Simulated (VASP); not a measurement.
Set up this calculation in VASP 6.6.1, as the native input.

```yaml
Task: single point
Functional: PBEsol
Potentials_or_basis: VASP PAW PBE potentials, release 64 (Hf_pv, S)
Cutoff: 520 eV
k_mesh: 12 × 12 × 3
Occupations: gaussian, width 0.1 eV
Spin: no spin polarisation
Dipole_correction: no
Further_INCAR_settings: ALGO = Normal; EDIFF = 1e-07; NBANDS = 35
```

The structure of Hf2S lies in POSCAR:

```
Hf2S
1.0
    3.3465310250      0.0000000000      0.0000000000
   -1.6732655125      2.8981808822      0.0000000000
    0.0000000000      0.0000000000     11.6642358415
Hf S
4 2
Direct
    0.6666666667      0.3333333333      0.8986176336
    0.3333333333      0.6666666667      0.3986176336
    0.6666666667      0.3333333333      0.6013823664
    0.3333333333      0.6666666667      0.1013823664
    0.0000000000      0.0000000000      0.7500000000
    0.0000000000      0.0000000000      0.2500000000
```

The input as run:

INCAR

```
SYSTEM = Hf2S
ALGO = Normal
EDIFF = 1E-7
ENCUT = 520
GGA = PS
ISIF = 2
ISMEAR = 0
LASPH = .TRUE.
LCHARG = .TRUE.
LELF = .TRUE.
LREAL = .FALSE.
LVHAR = .TRUE.
LWAVE = .FALSE.
NBANDS = 35
NELM = 80
PREC = Accurate
SIGMA = 0.1
```

KPOINTS

```
k-points
0
G
  12 12 3
  0 0 0
```

Potentials or basis: VASP PAW PBE potentials, release 64 (Hf_pv, S).

The run is started by

```bash
$ cat potpaw_PBE.64/Hf_pv/POTCAR potpaw_PBE.64/S/POTCAR > POTCAR
$ mpirun -np 1 vasp_std > vasp.out
```

It gave:

| Item | Value |
| --- | --- |
| Pressure | -0.4 GPa |
| Largest force | 0.013 eV/Å |
| Band gap on the k mesh | zero (bands 26 and 27 overlap by 1.03 eV) |

Caveat: the PAW data sets were made with another functional, which shifts forces and pressure a little; spin-orbit coupling is left out, which moves the levels of the heavy elements.

Wall time 76 s on 1 thread of Intel(R) Xeon(R) 6975P-C (Granite Rapids), with other jobs on the host, peak memory 0.31 GiB.
